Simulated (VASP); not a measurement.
# ZnAu (Pm-3m) in VASP: further runs

ZnAu is run at these levels: PBE; tasks: single point, relaxation of cell and atoms.

All numbers are computed with VASP 6.6.1; they aren't measurements. Logs are shortened: lines on timing, memory, paths and dates and some standing lists are left out, and cuts for length are marked.

**1. The cell of the first run**

Symmetry: Pm-3m, No. 221, cubic system. Conventional cell: a = 3.187 Å, b = 3.187 Å, c = 3.187 Å, α = 90.00°, β = 90.00°, γ = 90.00°. Within 3.6 Å of Zn (site symmetry m-3m) lie 8 Au at 2.76 Å and 6 Zn at 3.19 Å. Au (site symmetry m-3m) has 8 Zn at 2.76 Å and 6 Au at 3.19 Å within 3.6 Å.

**2. Single point, PBE**

INCAR reads:

```
SYSTEM = ZnAu
ALGO     = Normal         ! electronic algorithm
EDIFF    = 1E-7           ! SCF threshold, eV
ENCUT    = 520            ! plane-wave cutoff, eV
GGA      = PE             ! functional
ISIF     = 2              ! what is computed and relaxed
ISMEAR   = 0              ! smearing method
LASPH    = .TRUE.         ! aspherical terms in the spheres
LCHARG   = .FALSE.        ! write CHGCAR
LREAL    = .FALSE.        ! projectors in reciprocal space
LWAVE    = .FALSE.        ! write WAVECAR
NBANDS   = 18             ! bands
NELM     = 80             ! most SCF steps
PREC     = Accurate       ! precision mode
SIGMA    = 0.1            ! smearing width, eV
```

KPOINTS reads:

```
k-points
0
G
  14 14 14
  0 0 0
```

POSCAR reads:

```
ZnAu
1.0
    3.1866968921      0.0000000000      0.0000000000
    0.0000000000      3.1866968921      0.0000000000
    0.0000000000      0.0000000000      3.1866968921
Zn Au
1 1
Direct
    0.5000000000      0.5000000000      0.5000000000
    0.0000000000      0.0000000000      0.0000000000
```

Potentials or basis: VASP PAW PBE potentials, release 64 (Zn, Au).

Run with:

```console
> cat potpaw_PBE.64/Zn/POTCAR potpaw_PBE.64/Au/POTCAR > POTCAR
> mpirun -np 1 vasp_std > vasp.out
```

OUTCAR:

```text
SYSTEM = ZnAu
   EDIFF = 1E-7
   ENCUT = 520
   GGA = PE
   ISIF = 2
   ISMEAR = 0
   LASPH = .TRUE.
   LREAL = .FALSE.
   NELM = 80
   PREC = Accurate

 ion  position               nearest neighbor table
   1  0.500  0.500  0.500-   2 2.76   2 2.76   2 2.76   2 2.76   2 2.76   2 2.76   2 2.76   2 2.76

   2  0.000  0.000  0.000-   1 2.76   1 2.76   1 2.76   1 2.76   1 2.76   1 2.76   1 2.76   1 2.76

  LATTYP: Found a simple cubic cell.
 ALAT       =     3.1866968921

  Lattice vectors:

 A1 = (   3.1866968921,   0.0000000000,   0.0000000000)
 A2 = (   0.0000000000,   3.1866968921,   0.0000000000)
 A3 = (   0.0000000000,   0.0000000000,   3.1866968921)

Analysis of symmetry for initial positions (statically):
=====================================================================
 Subroutine PRICEL returns:
 Original cell was already a primitive cell.

 Routine SETGRP: Setting up the symmetry group for a
 simple cubic supercell.

 Subroutine GETGRP returns: Found 48 space group operations
 (whereof 48 operations were pure point group operations)
 out of a pool of 48 trial point group operations.

The static configuration has the point symmetry O_h .

Analysis of symmetry for dynamics (positions and initial velocities):
=====================================================================
 Subroutine PRICEL returns:
 Original cell was already a primitive cell.

 Routine SETGRP: Setting up the symmetry group for a
 simple cubic supercell.

 Subroutine GETGRP returns: Found 48 space group operations
 (whereof 48 operations were pure point group operations)
 out of a pool of 48 trial point group operations.

The dynamic configuration has the point symmetry O_h .

 Subroutine INISYM returns: Found 48 space group operations
 (whereof 48 operations are pure point group operations),
 and found     1 'primitive' translations

----------------------------------------------------------------------------------------

                                     Primitive cell

  volume of cell :      32.3610

  direct lattice vectors                    reciprocal lattice vectors
     3.186696892  0.000000000  0.000000000     0.313804555  0.000000000  0.000000000
     0.000000000  3.186696892  0.000000000     0.000000000  0.313804555  0.000000000
     0.000000000  0.000000000  3.186696892     0.000000000  0.000000000  0.313804555

  length of vectors
     3.186696892  3.186696892  3.186696892     0.313804555  0.313804555  0.313804555

  position of ions in fractional coordinates (direct lattice)
     0.500000000  0.500000000  0.500000000
     0.000000000  0.000000000  0.000000000

  ion indices of the primitive-cell ions
   primitive index   ion index
                 1           1
                 2           2

----------------------------------------------------------------------------------------

 KPOINTS: k-points

Automatic generation of k-mesh.
 Grid dimensions read from file:
 generate k-points for:   14   14   14

 Generating k-lattice:

  Cartesian coordinates                     Fractional coordinates (reciprocal lattice)
     0.022414611  0.000000000  0.000000000     0.071428571  0.000000000  0.000000000
     0.000000000  0.022414611  0.000000000     0.000000000  0.071428571  0.000000000
     0.000000000  0.000000000  0.022414611     0.000000000  0.000000000  0.071428571

  Length of vectors
     0.022414611  0.022414611  0.022414611

  Shift w.r.t. Gamma in fractional coordinates (k-lattice)
     0.000000000  0.000000000  0.000000000

 Subroutine IBZKPT returns following result:
 ===========================================

 Found    120 irreducible k-points:

 Following reciprocal coordinates:
            Coordinates               Weight
  0.000000  0.000000  0.000000      1.000000
  0.071429  0.000000  0.000000      6.000000
  0.142857  0.000000  0.000000      6.000000
  0.214286  0.000000  0.000000      6.000000
  0.285714  0.000000  0.000000      6.000000
  0.357143  0.000000  0.000000      6.000000
[... 16 lines left out ...]
  0.285714  0.214286  0.000000     24.000000
  0.357143  0.214286  0.000000     24.000000
 [... further k-points ...]
   k-points           NKPTS =    120   k-points in BZ     NKDIM =    120   number of bands    NBANDS=     18
   number of dos      NEDOS =    301   number of ions     NIONS =      2
   total plane-waves  NPLWV =  13824
   dimension x,y,z NGX =    24 NGY =   24 NGZ =   24
   dimension x,y,z NGXF=    48 NGYF=   48 NGZF=   48
   ions per type =               1   1
   NGX,Y,Z   is equivalent  to a cutoff of  12.52, 12.52, 12.52 a.u.
   NGXF,Y,Z  is equivalent  to a cutoff of  25.04, 25.04, 25.04 a.u.
 SYSTEM =  ZnAu
   PREC   = accura    normal or accurate (medium, high low for compatibility)
   ISTART =      0    job   : 0-new  1-cont  2-samecut
   ICHARG =      2    charge: 1-file 2-atom 10-const
   ISPIN  =      1    spin polarized calculation?
   LNONCOLLINEAR =      F non collinear calculations
   LSORBIT =      F    spin-orbit coupling
   LASPH  =      T    aspherical Exc in radial PAW
   ENCUT  =  520.0 eV  38.22 Ry    6.18 a.u.   5.93  5.93  5.93*2*pi/ulx,y,z
   NELM   =     80;   NELMIN=  2; NELMDL= -5     # of ELM steps
   EDIFF  = 0.1E-06   stopping-criterion for ELM
   LREAL  =      F    real-space projection
   EDIFFG = 0.1E-05   stopping-criterion for IOM
   NSW    =      0    number of steps for IOM
   IBRION =     -1    ionic relax: 0-MD 1-quasi-New 2-CG
   NFREE  =      0    steps in history (QN), initial steepest desc. (CG)
   ISIF   =      2    stress and relaxation
   ISYM   =      2    0-nonsym 1-usesym 2-fastsym
   POTIM  = 0.5000    time-step for ionic-motion
   TEBEG  =    0.0;   TEEND  =   0.0 temperature during run
   PSTRESS=    0.0 pullay stress
   NELECT =      23.0000    total number of electrons
   NUPDOWN=      -1.0000    fix difference up-down
   EMIN   =  10.00;   EMAX   =-10.00  energy-range for DOS
   EFERMI =   0.00;   METHOD = LEGACY
   ISMEAR =     0;   SIGMA  =   0.10  broadening in eV -4-tet -1-fermi 0-gaus
   EFERMI_NEDOS =   21; number of points for ismear=-14 and -15
   IALGO  =     38    algorithm
   IMIX   =      4    mixing-type and parameters
     AMIX     =   0.40;   BMIX     =  1.00
     AMIX_MAG =   1.60;   BMIX_MAG =  1.00
  volume/ion in A,a.u.               =      16.18       109.19
  Fermi-wavevector in a.u.,A,eV,Ry     =   1.460977  2.760846 29.041003  2.134454
  Thomas-Fermi vector in A             =   2.577363
   LORBIT       =      0    0 simple, 1 ext, 2 COOP (PROOUT), +10 PAW based schemes
   GGA     = PE    functional components
   LHFCALC =     F    Hartree Fock is set to
   AEXX    =    0.0000 exact exchange contribution
   IVDW    =     0    specifies the selected vdW correction
   LEPSILON=     F    determine dielectric tensor
   LRPA    =     F    only Hartree local field effects (RPA)
 non-spin polarized calculation
 Gauss-broadening in eV      SIGMA  =   0.10
  energy-cutoff  :      520.00
  volume of cell :       32.36
 maximum number of plane-waves:       912
 NGX is ok and might be reduce to    24
   NGX = 11   NGY = 11   NGZ = 11

 number of electron      23.0000040 magnetization

 Free energy of the ion-electron system (eV)
  ---------------------------------------------------
  ext. energy  EPLUGINS =         0.00000000
  ---------------------------------------------------
  free energy    TOTEN  =        -4.74704220 eV

  energy without entropy =       -4.74341867  energy(sigma->0) =       -4.74523044

 E-fermi :   6.6299     XC(G=0): -12.1646

 val. band max:        6.6134911169   @ k =   0.3571   0.2857   0.0714
 cond. band min:       6.6394882027   @ k =   0.3571   0.3571   0.0714
 fundamental gap:      0.0259970859
 Fermi energy:         6.6298872167

 k-point     1 :       0.0000    0.0000    0.0000
  band No.  band energies     occupation
      1      -3.6319      2.00000
      2      -1.3113      2.00000
      3      -1.3113      2.00000
      4      -0.7041      2.00000
      5      -0.7041      2.00000
      6      -0.7041      2.00000
[... 10 lines left out ...]
     17      18.5069      0.00000
     18      24.7974      0.00000

 k-point     2 :       0.0714    0.0000    0.0000
  band No.  band energies     occupation
      1      -3.5438      2.00000
      2      -1.2939      2.00000
      3      -1.2870      2.00000
      4      -0.7053      2.00000
      5      -0.7053      2.00000
      6      -0.6974      2.00000
[... 10 lines left out ...]
     17      18.9204      0.00000
     18      24.6819      0.00000

 k-point     3 :       0.1429    0.0000    0.0000
  band No.  band energies     occupation
      1      -3.2832      2.00000
      2      -1.2440      2.00000
      3      -1.2195      2.00000
      4      -0.7084      2.00000
      5      -0.7084      2.00000
      6      -0.6786      2.00000
[... 10 lines left out ...]
     17      20.1995      0.00000
     18      24.4720      0.00000

 k-point     4 :       0.2143    0.0000    0.0000
  band No.  band energies     occupation
      1      -2.8623      2.00000
      2      -1.1689      2.00000
      3      -1.1228      2.00000
      4      -0.7121      2.00000
      5      -0.7121      2.00000
      6      -0.6510      2.00000
[... 375 lines left out ...]
      4      -0.8116      2.00000
      5      -0.6669      2.00000
      6      -0.6278      2.00000
[... 10 lines left out ...]
     17      22.0544      0.00000
     18      22.0706      0.00000

 k-point    23 :       0.2857    0.2143    0.0000
  band No.  band energies     occupation
      1      -1.8053      2.00000
      2      -1.0673      2.00000
      3      -0.8521      2.00000
      4      -0.8363      2.00000
      5      -0.6518      2.00000
      6      -0.5551      2.00000
[... 10 lines left out ...]
     17      21.6097      0.00000
     18      21.8650      0.00000

 k-point    24 :       0.3571    0.2143    0.0000
  band No.  band energies     occupation
      1      -1.4703      2.00000
      2      -1.0595      2.00000
      3      -0.8446      2.00000
      4      -0.7754      2.00000
      5      -0.6909      2.00000
      6      -0.2828      2.00000
[... 10 lines left out ...]
     17      20.6127      0.00000
     18      21.0702      0.00000

 [... further k-points ...]
[... 5 lines left out ...]
  --------------------------------------------------------------------------------------
  -------------------------------------------------------------------------------------
  Total        0.0204745      0.0204745      0.0204745      0.0000000      0.0000000     -0.0000000
  in kB        1.0136832      1.0136832      1.0136832      0.0000000      0.0000000     -0.0000000
  external PRESSURE =       1.0136832 kB  Pullay stress =       0.0000000 kB

 VOLUME and BASIS-vectors are now :
 -----------------------------------------------------------------------------
  energy-cutoff  :      520.00
  volume of cell :       32.36
      direct lattice vectors                 reciprocal lattice vectors
     3.186696892  0.000000000  0.000000000     0.313804555  0.000000000  0.000000000
     0.000000000  3.186696892  0.000000000     0.000000000  0.313804555  0.000000000
     0.000000000  0.000000000  3.186696892     0.000000000  0.000000000  0.313804555

 POSITION                                       TOTAL-FORCE (eV/Angst)
 -----------------------------------------------------------------------------------
      1.59335      1.59335      1.59335         0.000000      0.000000      0.000000
      0.00000      0.00000      0.00000         0.000000      0.000000      0.000000
 -----------------------------------------------------------------------------------
    total drift:                                0.000000      0.000000     -0.000000

  FREE ENERGIE OF THE ION-ELECTRON SYSTEM (eV)
  ---------------------------------------------------
  free  energy   TOTEN  =        -4.7470421959 eV

  energy  without entropy=       -4.7434186742  energy(sigma->0) =       -4.74523044
```

Wall time 50 s (1 thread of Intel Xeon 8259CL, shared host); peak memory 0.2 GiB.

What came out:

| Item | Value |
| --- | --- |
| Free energy | -4.7470 eV |
| Pressure | 0.1 GPa |
| Band gap on the k mesh | zero (an odd number of electrons rules out a gap without spin polarisation) |

Levels at points of the mesh, in eV from the Fermi level:
| k point | band 8 | band 9 | band 10 | band 11 | band 12 | band 13 | band 14 | band 15 | band 16 | band 17 |
| --- | --- | --- | --- | --- | --- | --- | --- | --- | --- | --- |
| (0.00, 0.00, 0.00) | -5.28 | -3.67 | -3.67 | -3.67 | 4.95 | 4.95 | 4.95 | 8.40 | 11.88 | 11.88 |
| (0.50, 0.00, 0.00) | -5.31 | -4.76 | -4.76 | -3.81 | -2.36 | 10.36 | 10.89 | 10.89 | 10.92 | 10.92 |
| (0.50, 0.50, 0.00) | -4.01 | -4.01 | -3.12 | -1.81 | -1.81 | 0.72 | 2.29 | 10.21 | 12.55 | 12.55 |
| (0.50, 0.50, 0.50) | -6.18 | -3.07 | -3.07 | 1.31 | 3.37 | 3.73 | 3.73 | 3.73 | 5.72 | 5.72 |

Caveat: spin-orbit coupling is left out, which moves the levels of the heavy elements.

[end of part 1 of 2]

The gap in the log of VASP goes by the Fermi energy; the results here count the filled bands.